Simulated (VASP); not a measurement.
NaF: single point with r2SCAN

Crystal: NaF.

```xyz
2
Lattice="2.2741 2.2741 0.0000 -2.2741 2.2741 0.0000 0.0000 2.2741 2.3060" Properties=species:S:1:pos:R:3 pbc="T T T"
Na    0.0000    0.0000    0.0000
F     0.0000    2.2741    0.0000
```

This cell differs from its parent crystal: in-plane strain -0.01, then relaxed in part.

* Program: VASP 6.6.1
* Task: single point
* Functional: r2SCAN
* Potentials or basis: VASP PAW PBE potentials, release 64 (Na_pv, F)
* Cutoff: 520 eV
* k mesh: 8 × 8 × 8
* Occupations: gaussian, width 0.01 eV
* Spin: no spin polarisation
* Dipole correction: no
* Further INCAR settings: ALGO = Normal; EDIFF = 1e-06; NBANDS = 14

The pressure is 0.2 GPa and the band gap on the k mesh is 7.42 eV.

Stress tensor (GPa, compression positive):
```
 0.66  0.00  0.00
 0.00  0.66  0.00
 0.00  0.00 -0.83
```

Levels at points of the mesh, in eV from the valence-band top:
| k point | band 4 | band 5 | band 6 | band 7 | band 8 | band 9 | band 10 | band 11 |
| --- | --- | --- | --- | --- | --- | --- | --- | --- |
| (0.00, 0.00, 0.00) | -19.37 | 0.00 | 0.00 | 0.00 | 7.42 | 20.03 | 20.12 | 20.13 |
| (0.50, 0.00, 0.00) | -18.84 | -1.64 | -0.29 | -0.28 | 11.90 | 13.79 | 21.75 | 22.03 |
| (0.50, 0.50, 0.00) | -19.43 | -1.32 | -0.44 | -0.42 | 14.02 | 14.50 | 15.30 | 21.56 |
| (0.00, 0.00, 0.50) | -19.43 | -1.35 | -0.41 | -0.41 | 14.16 | 14.31 | 15.25 | 21.80 |

It took 70 s on 1 thread of AMD EPYC 7R43 64-Core Processor (Zen 3), with other jobs on the host, peak memory 0.11 GiB.

Caveat: the cell differs from its parent crystal (in-plane strain -0.01, then relaxed in part); the PAW data sets were made with another functional, which shifts forces and pressure a little.
